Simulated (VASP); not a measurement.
# Br (P1) in VASP: notebook

The runs below take Br through single point, with PBEsol.

Program: VASP 6.6.1. These are calculated values, not measurements. Logs are shortened: lines on timing, memory, paths and dates and some standing lists are left out, and cuts for length are marked.

### Step 1. The cell of the first run

The typed cell holds 18 atoms: a = 8.318 Å, b = 8.653 Å, c = 8.653 Å, α = 90.00°, β = 110.29°, γ = 110.29°.

### Step 2. Single point, PBEsol

INCAR

```
SYSTEM = Br
  PREC = Accurate
  ENCUT = 520
  EDIFF = 1E-6
  ISMEAR = -1
  SIGMA = 0.1034
  LREAL = Auto
  LASPH = .TRUE.
  NELM = 80
  ALGO = Normal
  ISIF = 2
  LWAVE = .FALSE.
  LCHARG = .TRUE.
  GGA = PS
  LELF = .TRUE.
  LVHAR = .TRUE.
  NBANDS = 78
```

KPOINTS

```
Automatic mesh
0
Gamma
  2 2 2
  0.5 0.5 0.5
```

POSCAR

```
Br
1.0
    2.8844480144      2.8844480144      7.2491907315
   -8.6533440431      0.0000000000      0.0000000000
    0.0000000000     -8.6533440431      0.0000000000
Br
18
Direct
   -0.0003523152      0.6705735651      0.6608981148
    0.9879595206      0.3272888335      0.6595342620
   -0.0005200581      0.0115564479      0.6645442376
    1.0046969751      0.6845869256      0.3330049263
    0.4916639846      0.6631390334      0.6606857621
   -0.0013515991      0.3366236646      0.3283912402
    0.4860139746      0.3136505414      0.6594134031
    0.0039945148     -0.0040810847      0.3361902585
    0.5012894728     -0.0058415077      0.6720508737
    0.0154898670      0.6692298015      0.0022452263
    0.5092764333      0.6718096920      0.3410792847
    0.0019535974      0.3311856128      0.0013570534
    0.5104302173      0.3471003131      0.3415268608
    0.0028254188     -0.0018395462      0.0045572872
    0.5005078683      0.0016778400      0.3378100896
    0.4895837524      0.6624403068      0.0017097301
    0.4895729926      0.3248676849      0.0028371513
    0.4977337656      0.9971723219      1.0135792739
```

Potentials or basis: VASP PAW PBE potentials, release 64 (Br).

The run is started by

```
$ cat potpaw_PBE.64/Br/POTCAR > POTCAR
$ mpirun -np 1 vasp_std > vasp.out
```

OUTCAR:

```text
SYSTEM = Br
   PREC = Accurate
   ENCUT = 520
   EDIFF = 1E-6
   ISMEAR = -1
   LREAL = Auto
   LASPH = .TRUE.
   NELM = 80
   ISIF = 2
   GGA = PS

 ion  position               nearest neighbor table
   1  1.000  0.671  0.661-
   2  0.988  0.327  0.660-   3 2.77
   3  0.999  0.012  0.665-   2 2.77
   4  0.005  0.685  0.333-   8 2.70
   5  0.492  0.663  0.661-
   6  0.999  0.337  0.328-
   7  0.486  0.314  0.659-
   8  0.004  0.996  0.336-   4 2.70
   9  0.501  0.994  0.672-
  10  0.015  0.669  0.002-
  11  0.509  0.672  0.341-
  12  0.002  0.331  0.001-
  13  0.510  0.347  0.342-
  14  0.003  0.998  0.005-
  15  0.501  0.002  0.338-
  16  0.490  0.662  0.002-
  17  0.490  0.325  0.003-
  18  0.498  0.997  0.014-

  LATTYP: Found a base centered monoclinic cell.
 ALAT       =    12.2376765056
 B/A-ratio  =     1.0000000000
 C/A-ratio  =     0.6797126533
 COS(beta)  =    -0.4904033075

  Lattice vectors:

 A1 = (  -8.6533440431,   0.0000000000,   0.0000000000)
 A2 = (   0.0000000000,  -8.6533440431,   0.0000000000)
 A3 = (   2.8844480144,   2.8844480144,   7.2491907315)

Analysis of symmetry for initial positions (statically):
=====================================================================
 Subroutine PRICEL returns:
 Original cell was already a primitive cell.

 Routine SETGRP: Setting up the symmetry group for a
 base centered monoclinic supercell.

 Subroutine GETGRP returns: Found  1 space group operations
 (whereof  1 operations were pure point group operations)
 out of a pool of  4 trial point group operations.

The static configuration has the point symmetry C_1 .

Analysis of symmetry for dynamics (positions and initial velocities):
=====================================================================
 Subroutine PRICEL returns:
 Original cell was already a primitive cell.

 Routine SETGRP: Setting up the symmetry group for a
 base centered monoclinic supercell.

 Subroutine GETGRP returns: Found  1 space group operations
 (whereof  1 operations were pure point group operations)
 out of a pool of  4 trial point group operations.

The dynamic configuration has the point symmetry C_1 .

 Subroutine INISYM returns: Found  1 space group operations
 (whereof  1 operations are pure point group operations),
 and found     1 'primitive' translations

----------------------------------------------------------------------------------------

                                     Primitive cell

  volume of cell :     542.8220

  direct lattice vectors                    reciprocal lattice vectors
     2.884448014  2.884448014  7.249190731     0.000000000  0.000000000  0.137946433
    -8.653344043  0.000000000  0.000000000    -0.115562261  0.000000000  0.045982144
     0.000000000 -8.653344043  0.000000000     0.000000000 -0.115562261  0.045982144

  length of vectors
     8.318103567  8.653344043  8.653344043     0.137946433  0.124374409  0.124374409

  position of ions in fractional coordinates (direct lattice)
     0.999647685  0.670573565  0.660898115
     0.987959521  0.327288833  0.659534262
     0.999479942  0.011556448  0.664544238
     0.004696975  0.684586926  0.333004926
     0.491663985  0.663139033  0.660685762
     0.998648401  0.336623665  0.328391240
[... 10 lines left out ...]
     0.489572993  0.324867685  0.002837151
     0.497733766  0.997172322  0.013579274

  ion indices of the primitive-cell ions
   primitive index   ion index
                 1           1
                 2           2
                 3           3
                 4           4
                 5           5
                 6           6
[... 10 lines left out ...]
                17          17
                18          18

----------------------------------------------------------------------------------------

 KPOINTS: Automatic mesh

Automatic generation of k-mesh.
 Grid dimensions read from file:
 generate k-points for:    2    2    2

 Generating k-lattice:

  Cartesian coordinates                     Fractional coordinates (reciprocal lattice)
     0.000000000  0.000000000  0.068973216     0.500000000  0.000000000  0.000000000
    -0.057781130  0.000000000  0.022991072     0.000000000  0.500000000  0.000000000
     0.000000000 -0.057781130  0.022991072     0.000000000  0.000000000  0.500000000

  Length of vectors
     0.068973216  0.062187205  0.062187205

  Shift w.r.t. Gamma in fractional coordinates (k-lattice)
     0.500000000  0.500000000  0.500000000

 Subroutine IBZKPT returns following result:
 ===========================================

 Found      4 irreducible k-points:

 Following reciprocal coordinates:
            Coordinates               Weight
  0.250000  0.250000  0.250000      2.000000
 -0.250000  0.250000  0.250000      2.000000
  0.250000 -0.250000  0.250000      2.000000
 -0.250000 -0.250000  0.250000      2.000000
   k-points           NKPTS =      4   k-points in BZ     NKDIM =      4   number of bands    NBANDS=     78
   number of dos      NEDOS =    301   number of ions     NIONS =     18
   total plane-waves  NPLWV = 262144
   dimension x,y,z NGX =    64 NGY =   64 NGZ =   64
   dimension x,y,z NGXF=   128 NGYF=  128 NGZF=  128
   ions per type =              18
   NGX,Y,Z   is equivalent  to a cutoff of  12.79, 12.30, 12.30 a.u.
   NGXF,Y,Z  is equivalent  to a cutoff of  25.58, 24.59, 24.59 a.u.
 SYSTEM =  Br
   PREC   = accura    normal or accurate (medium, high low for compatibility)
   ISTART =      0    job   : 0-new  1-cont  2-samecut
   ICHARG =      2    charge: 1-file 2-atom 10-const
   ISPIN  =      1    spin polarized calculation?
   LNONCOLLINEAR =      F non collinear calculations
   LSORBIT =      F    spin-orbit coupling
   LASPH  =      T    aspherical Exc in radial PAW
   ENCUT  =  520.0 eV  38.22 Ry    6.18 a.u.  15.47 16.09 16.09*2*pi/ulx,y,z
   NELM   =     80;   NELMIN=  2; NELMDL= -5     # of ELM steps
   EDIFF  = 0.1E-05   stopping-criterion for ELM
   LREAL  =      T    real-space projection
   EDIFFG = 0.1E-04   stopping-criterion for IOM
   NSW    =      0    number of steps for IOM
   IBRION =     -1    ionic relax: 0-MD 1-quasi-New 2-CG
   NFREE  =      0    steps in history (QN), initial steepest desc. (CG)
   ISIF   =      2    stress and relaxation
   ISYM   =      2    0-nonsym 1-usesym 2-fastsym
   POTIM  = 0.5000    time-step for ionic-motion
   TEBEG  =    0.0;   TEEND  =   0.0 temperature during run
   PSTRESS=    0.0 pullay stress
   NELECT =     126.0000    total number of electrons
   NUPDOWN=      -1.0000    fix difference up-down
   EMIN   =  10.00;   EMAX   =-10.00  energy-range for DOS
   EFERMI =   0.00;   METHOD = LEGACY
   ISMEAR =    -1;   SIGMA  =   0.10  broadening in eV -4-tet -1-fermi 0-gaus
   EFERMI_NEDOS =   21; number of points for ismear=-14 and -15
   IALGO  =     38    algorithm
   IMIX   =      4    mixing-type and parameters
     AMIX     =   0.40;   BMIX     =  1.00
     AMIX_MAG =   1.60;   BMIX_MAG =  1.00
  volume/ion in A,a.u.               =      30.16       203.51
  Fermi-wavevector in a.u.,A,eV,Ry     =   1.006111  1.901274 13.772622  1.012259
  Thomas-Fermi vector in A             =   2.138833
   LORBIT       =      0    0 simple, 1 ext, 2 COOP (PROOUT), +10 PAW based schemes
   GGA     = PS    functional components
   LHFCALC =     F    Hartree Fock is set to
   AEXX    =    0.0000 exact exchange contribution
   IVDW    =     0    specifies the selected vdW correction
   LEPSILON=     F    determine dielectric tensor
   LRPA    =     F    only Hartree local field effects (RPA)
 non-spin polarized calculation
  energy-cutoff  :      520.00
  volume of cell :      542.82
 maximum number of plane-waves:     14630
 NGX is ok and might be reduce to    64
   NGX = 31   NGY = 33   NGZ = 33

 number of electron     125.9999999 magnetization

 Free energy of the ion-electron system (eV)
  ---------------------------------------------------
  ext. energy  EPLUGINS =         0.00000000
  ---------------------------------------------------
  free energy    TOTEN  =       -29.97977582 eV

  energy without entropy =      -29.33775008  energy(sigma->0) =      -29.65876295

 E-fermi :   1.2351     XC(G=0):  -8.6606

 val. band max:        1.2278993710   @ k =  -0.2500  -0.2500   0.2500
 cond. band min:       1.2500617602   @ k =  -0.2500   0.2500   0.2500
 fundamental gap:      0.0221623892
 Fermi energy:         1.2350918607

 k-point     1 :       0.2500    0.2500    0.2500
  band No.  band energies     occupation
      1     -14.8907      2.00000
      2     -14.8202      2.00000
      3     -14.4656      2.00000
      4     -14.3515      2.00000
      5     -14.2196      2.00000
      6     -14.1130      2.00000
[... 67 lines left out ...]
     74       7.1723      0.00000
     75       7.6588      0.00000

 k-point     2 :      -0.2500    0.2500    0.2500
  band No.  band energies     occupation
      1     -14.9565      2.00000
      2     -14.7504      2.00000
      3     -14.4303      2.00000
      4     -14.3359      2.00000
      5     -14.2357      2.00000
      6     -14.1541      2.00000
[... 67 lines left out ...]
     74       7.2760      0.00000
     75       7.2854      0.00000

 k-point     3 :       0.2500   -0.2500    0.2500
  band No.  band energies     occupation
      1     -14.9334      2.00000
      2     -14.7775      2.00000
      3     -14.4232      2.00000
      4     -14.3386      2.00000
      5     -14.2503      2.00000
      6     -14.1738      2.00000
[... 67 lines left out ...]
     74       7.2171      0.00000
     75       7.2996      0.00000

 k-point     4 :      -0.2500   -0.2500    0.2500
  band No.  band energies     occupation
      1     -14.9324      2.00000
      2     -14.7792      2.00000
      3     -14.4240      2.00000
      4     -14.3381      2.00000
      5     -14.2450      2.00000
      6     -14.1785      2.00000
[... 67 lines left out ...]
     74       7.2200      0.00000
     75       7.3020      0.00000
 [bands above 75 left out]

------------------------ aborting loop because EDIFF is reached ----------------------------------------

  FORCE on cell =-STRESS in cart. coord.  units (eV):
  Direction    XX          YY          ZZ          XY          YZ          ZX
  --------------------------------------------------------------------------------------
  -------------------------------------------------------------------------------------
  Total      -10.4096847     -6.8988884     -0.0115849     -0.0206254      0.0233697     -0.0235679
  in kB      -30.7249150    -20.3625532     -0.0341937     -0.0608773      0.0689773     -0.0695623
  external PRESSURE =     -17.0405540 kB  Pullay stress =       0.0000000 kB

 VOLUME and BASIS-vectors are now :
 -----------------------------------------------------------------------------
  energy-cutoff  :      520.00
  volume of cell :      542.82
      direct lattice vectors                 reciprocal lattice vectors
     2.884448014  2.884448014  7.249190731     0.000000000  0.000000000  0.137946433
    -8.653344043  0.000000000  0.000000000    -0.115562261  0.000000000  0.045982144
     0.000000000 -8.653344043  0.000000000     0.000000000 -0.115562261  0.045982144

 POSITION                                       TOTAL-FORCE (eV/Angst)
 -----------------------------------------------------------------------------------
     -2.91927     -2.83555      7.24664        -0.061101     -0.114596      0.020427
      0.01757     -2.85746      7.16191        -0.067418      0.058256      0.108937
      2.78295     -2.86758      7.24542         0.183528     -0.102082     -0.030103
     -5.91042     -2.86806      0.03405         0.256333      0.005609     -0.002660
     -4.32019     -4.29896      3.56417         0.020034     -0.121115      0.056529
     -0.03237      0.03887      7.23939         0.055467     -0.018885      0.001800
[... 10 lines left out ...]
     -1.39904      1.38760      3.54901        -0.081449     -0.003237      0.073915
     -7.19319      1.31818      3.60817        -0.001937      0.064145     -0.021287
 -----------------------------------------------------------------------------------
    total drift:                                0.004449      0.022772     -0.003513

  FREE ENERGIE OF THE ION-ELECTRON SYSTEM (eV)
  ---------------------------------------------------
  free  energy   TOTEN  =       -29.9797758202 eV

  energy  without entropy=      -29.3377500829  energy(sigma->0) =      -29.65876295
```

It took 2.5 min on 1 thread of Intel Xeon 6975P-C (Granite Rapids), shared host; peak memory 0.58 GiB.

Results:

| Quantity | Value |
| --- | --- |
| Free energy | -29.9798 eV |
| Pressure | -1.7 GPa |
| Largest force | 0.288 eV/Å |
| Band gap on the k mesh | 0.02 eV |

Forces in eV/Å, atoms in the order of the input:
```
Br  -0.061 -0.115  0.020
Br  -0.067  0.058  0.109
Br   0.184 -0.102 -0.030
Br   0.256  0.006 -0.003
Br   0.020 -0.121  0.057
Br   0.055 -0.019  0.002
Br  -0.163 -0.061  0.127
Br  -0.204  0.070 -0.027
Br  -0.041  0.077 -0.080
Br  -0.156  0.030 -0.131
Br  -0.030  0.039 -0.095
Br   0.009 -0.075 -0.015
Br   0.257  0.024 -0.127
Br  -0.001  0.117  0.019
Br  -0.007 -0.009  0.047
Br   0.032  0.020  0.074
Br  -0.081 -0.003  0.074
Br  -0.002  0.064 -0.021
```

Caveat: the smearing spreads over this small gap; the atoms stand as in a frame of molecular dynamics; the PAW data sets were made with another functional, which shifts forces and pressure a little; a shifted mesh leaves out Γ, where band edges can lie.

[end of part 1 of 2]

The gap in the log of VASP goes by the Fermi energy; the results here count the filled bands.